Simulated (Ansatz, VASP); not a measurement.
**Mg2Cd3O5: VASP beside Ansatz**

```
Mg Cd O
1.0
    -1.74893    1.74893   12.36678
     1.74893   -1.74893   12.36678
     1.74893    1.74893  -12.36678
Mg Cd O
2 3 5
Direct
  0.90000 0.90000 0.00000
  0.10000 0.10000 0.00000
  0.70000 0.70000 0.00000
  0.30000 0.30000 0.00000
  0.50000 0.50000 0.00000
  0.80000 0.80000 0.00000
  0.40000 0.40000 0.00000
  0.00000 0.00000 0.00000
  0.60000 0.60000 0.00000
  0.20000 0.20000 0.00000
```

Alike in both runs: task single point; functional PBE; k mesh 8 × 8 × 8; occupations gaussian, width 0.1 eV; no spin polarisation.

|  | VASP | Ansatz |
| --- | --- | --- |
| version | VASP 6.6.1 | Ansatz 0.2.0 |
| potentials or method | VASP PAW PBE potentials, release 64 (Mg, Cd, O), cutoff 520 eV | scalar-relativistic, plane waves, PAW |
| valence electrons in the cell | 70 | 110 |

VASP gave:

- gap on the k mesh at the Fermi level (eV): none
- pressure (GPa): -16.9
- traceless stress, the component that is largest in VASP (GPa): 0.05
- rms of the force components (eV/Å): 0.148

Problem. Estimate Ansatz's values.

Solution. gap on the k mesh at the Fermi level (eV): none; pressure (GPa): -17.1; traceless stress, the component that is largest in VASP (GPa): 0.06; rms of the force components (eV/Å): 0.140.

Atom by atom the forces differ by 0.009 eV/Å (rms over components). A gap of «none» marks a metal or a gap that the smearing closes. VASP's potentials hold 70 valence electrons a cell and Ansatz's 110, so a difference there can come from the potentials and not from the codes.
